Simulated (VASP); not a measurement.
B3N2: single point with PBE

The system is B3N2.

```
B N
1.0
     3.39752    0.00000    0.00000
    -1.69876    2.94233    0.00000
     0.00000    0.00000    5.15343
B N
3 2
Direct
  0.31694 0.00000 0.00000
  0.00000 0.31694 0.00000
  0.68306 0.68306 0.00000
  0.00000 0.00000 0.74630
  0.00000 0.00000 0.25370
```

The cell was built from a structure type or drawn by symmetry, and may not be a known phase.

```json
{
  "Program": "VASP 6.6.1",
  "Task": "single point",
  "Functional": "PBE",
  "Potentials or basis": "VASP PAW PBE potentials, release 64 (B, N)",
  "Cutoff": "520 eV",
  "k mesh": "6 × 6 × 4",
  "Occupations": "gaussian, width 0.1 eV",
  "Spin": "no spin polarisation",
  "Dipole correction": "no",
  "Further INCAR settings": "ALGO = Normal; EDIFF = 1e-07; NBANDS = 18"
}
```

| Item | Value |
| --- | --- |
| Pressure | -18.6 GPa |
| Largest force | 5.234 eV/Å |
| Band gap on the k mesh | zero (an odd number of electrons rules out a gap without spin polarisation) |

Forces in eV/Å, atoms in the order of the input:
```
B   -0.168  0.000  0.000
B    0.084 -0.146  0.000
B    0.084  0.146  0.000
N    0.000  0.000  5.234
N    0.000  0.000 -5.234
```

Stress tensor (GPa, compression positive):
```
 -8.41   0.00   0.00
  0.00  -8.41   0.00
  0.00   0.00 -38.95
```

Levels at points of the mesh, in eV from the Fermi level:
| k point | band 6 | band 7 | band 8 | band 9 | band 10 | band 11 | band 12 | band 13 | band 14 | band 15 |
| --- | --- | --- | --- | --- | --- | --- | --- | --- | --- | --- |
| (0.00, 0.00, 0.00) | -4.25 | -1.52 | -1.52 | -0.40 | -0.18 | 0.98 | 0.98 | 4.55 | 8.17 | 8.52 |
| (0.50, 0.00, 0.00) | -4.35 | -3.48 | -2.15 | 0.06 | 0.17 | 4.02 | 6.52 | 7.98 | 8.06 | 8.42 |
| (0.00, 0.00, 0.50) | -3.97 | -2.77 | -1.71 | -1.71 | -0.17 | 1.08 | 1.08 | 3.94 | 8.89 | 8.89 |
| (0.50, 0.00, 0.50) | -4.63 | -3.19 | -2.36 | -2.16 | 0.69 | 4.49 | 6.10 | 7.85 | 8.61 | 8.63 |

It took 14 s on 1 thread of Intel(R) Xeon(R) Platinum 8559C (Emerald Rapids) (shared host), peak memory 0.17 GiB.

Caveat: the cell stands under tension; forces of over 1 eV/Å act on the atoms, so gaps and moduli don't describe the material at rest.
